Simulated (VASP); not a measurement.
Set up this calculation in VASP 6.6.1, as the native input.

* Task: single point
* Functional: PBE
* Dispersion: D3(BJ)
* Potentials or basis: VASP PAW PBE potentials, release 64 (C, O, H)
* Cutoff: 520 eV
* k mesh: 1 × 1 × 1
* Occupations: fermi-dirac, width 0.05 eV
* Spin: no spin polarisation
* Dipole correction: no
* Further INCAR settings: LREAL = Auto; ALGO = Normal; EDIFF = 1e-06; NBANDS = 64

The structure of H6C2O lies in POSCAR:

```
H6C2O
1.0
    7.5290720000      0.0000000000      0.0000000000
    0.0000000000      7.5290720000      0.0000000000
    0.0000000000      0.0000000000      7.5290720000
C O H
8 4 24
Direct
    0.1179428222      0.2470423978      0.3880557923
    0.2536169132      0.2574686495      0.2500440957
    0.6406898486      0.3558605895      0.6859411093
    0.4913354528      0.3058677085      0.8115741223
    0.3949756358      0.7600272650      0.0641380505
    0.4927698925      0.7939225445      0.2403217820
    0.9211892249     -0.0925744899      0.9547657401
    0.8068192202      0.1029874598      0.9263027369
    0.1767415692      0.3146071654      0.0754940317
    0.3363628346      0.2320339080      0.7440624821
    0.4094528516      0.6857817272      0.3758232090
    0.7297844940      0.1567258223      1.0910375143
    0.0615613717      0.3597123258      0.1225649057
    0.3660344861      0.3309438401      0.3034105664
    0.3197206774      0.1278112362      0.2139174655
    0.1323005013      0.3489673096      0.4915612442
   -0.0282106480      0.2271196238      0.3406927175
    0.1501645887      0.1209046746      0.4585160030
    0.2572030125      0.2703653252      0.8385894038
    0.5080705829      0.2214217104      0.9365297609
    0.4366407972      0.4269052016      0.8757520183
    0.5514623847      0.4358571681      0.5900461571
    0.7388028697      0.4548502126      0.7469844889
    0.7035661234      0.2524348286      0.6143519414
    0.4595121417      0.5813067002      0.3748403522
    0.6370904675      0.7759389205      0.2049123717
    0.4564440345      0.9139771807      0.2888802232
    0.3324845346      0.8698415954     -0.0039048637
    0.4867930603      0.7001526881     -0.0262980617
    0.2970884061      0.6550608096      0.1198819722
    0.6955970138      0.0638060042      1.1654955617
    0.9017313156      0.1984706747      0.9115731660
    0.7242592447      0.1108901602      0.8004704962
    0.9754057339     -0.1472027363      0.8177767459
    1.0458925084     -0.0494748888      1.0178943700
    0.8378323384     -0.1765689052      1.0253454875
```

These files were run (other wordings do the same):

INCAR

```
ALGO = Normal
EDIFF = 1E-6
ENCUT = 520
GGA = PE
GGA_COMPAT = F
ISIF = 2
ISMEAR = -1
IVDW = 12
LASPH = T
LCHARG = T
LELF = T
LREAL = Auto
LVHAR = T
LWAVE = F
NBANDS = 64
NELM = 120
PREC = Accurate
SIGMA = 0.05
```

KPOINTS

```
k-points
0
Gamma
  1 1 1
```

Potentials or basis: VASP PAW PBE potentials, release 64 (C, O, H).

Command:

```bash
$ cat potpaw_PBE.64/C/POTCAR potpaw_PBE.64/O/POTCAR potpaw_PBE.64/H/POTCAR > POTCAR
$ mpirun -np 1 vasp_gam > vasp.out
```

It gave:

| Item | Value |
| --- | --- |
| Pressure | 1.4 GPa |
| Largest force | 7.266 eV/Å |
| Band gap on the k mesh | 3.86 eV |
| Dispersion energy per atom | -0.035 eV |

Caveat: the k points lie up to 0.83 Å⁻¹ apart.

Run time: 34 s on 1 thread of Intel(R) Xeon(R) 6975P-C (Granite Rapids), with other jobs on the host, peak memory 0.37 GiB.
